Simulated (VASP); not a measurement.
A run of VASP 6.6.1 is set up as follows.

Contents of POSCAR:

```
SnO2
1.0
    4.7322610075      0.0000000000      0.0000000000
    0.0000000000      5.7433550572      0.0000000000
    0.0000000000      0.0000000000      5.2381067584
Sn O
4 8
Direct
    0.5000000000      0.6651905251      0.7500000000
    0.0000000000      0.8348094749      0.2500000000
    0.5000000000      0.3348094749      0.2500000000
    0.0000000000      0.1651905251      0.7500000000
    0.7297996671      0.6076164226      0.0788779037
    0.2297996671      0.8923835774      0.9211220963
    0.7702003329      0.8923835774      0.5788779037
    0.2702003329      0.6076164226      0.4211220963
    0.7297996671      0.3923835774      0.5788779037
    0.2297996671      0.1076164226      0.4211220963
    0.7702003329      0.1076164226      0.0788779037
    0.2702003329      0.3923835774      0.9211220963
```

The input INCAR.step1:

```
SYSTEM = SnO2
  PREC = Accurate
  ENCUT = 660
  ISMEAR = 0
  SIGMA = 0.05
  LREAL = .False.
  LASPH = .True.
  NELM = 120
  NBANDS = 64
  GGA = PE
  ALGO = Normal
  EDIFF = 1E-5
  LWAVE = .True.
  LCHARG = .False.
  GGA_COMPAT = .False.
```

The input INCAR.step2:

```
SYSTEM = SnO2
  PREC = Accurate
  ENCUT = 660
  EDIFF = 1E-6
  ISMEAR = 0
  SIGMA = 0.05
  LREAL = .False.
  LASPH = .True.
  NELM = 120
  ALGO = Normal
  ISIF = 2
  LWAVE = .False.
  LCHARG = .True.
  METAGGA = R2SCAN
  LMIXTAU = .True.
  LELF = .True.
  LVHAR = .True.
  NBANDS = 64
  ISTART = 1
  GGA_COMPAT = .False.
```

KPOINTS

```
regular mesh
0
Gamma
  6 4 4
  0 0 0
```

Potentials or basis: VASP PAW PBE potentials, release 64 (Sn_d, O).

Run with:

```bash
$ cat potpaw_PBE.64/Sn_d/POTCAR potpaw_PBE.64/O/POTCAR > POTCAR
$ cp INCAR.step1 INCAR
$ mpirun -np 1 vasp_std > vasp.out
$ cp INCAR.step2 INCAR
$ mpirun -np 1 vasp_std > vasp.out
```

Predict the band gap on the k mesh.

2.11 eV (least direct gap 2.12 eV).

What does it give for the largest force?

0.022 eV/Å.

Predict the pressure.

0.9 GPa.

Forces in eV/Å, atoms in the order of the input:
```
Sn   0.000  0.020  0.000
Sn   0.000 -0.020  0.000
Sn   0.000 -0.020  0.000
Sn   0.000  0.020  0.000
O    0.020 -0.006  0.005
O    0.020  0.006 -0.005
O   -0.020  0.006  0.005
O   -0.020 -0.006 -0.005
O    0.020  0.006  0.005
O    0.020 -0.006 -0.005
O   -0.020 -0.006  0.005
O   -0.020  0.006 -0.005
```

Caveat: the PAW data sets were made with another functional, which shifts forces and pressure a little; spin-orbit coupling is left out, which moves the levels of the heavy elements. A k mesh can miss the band edges.
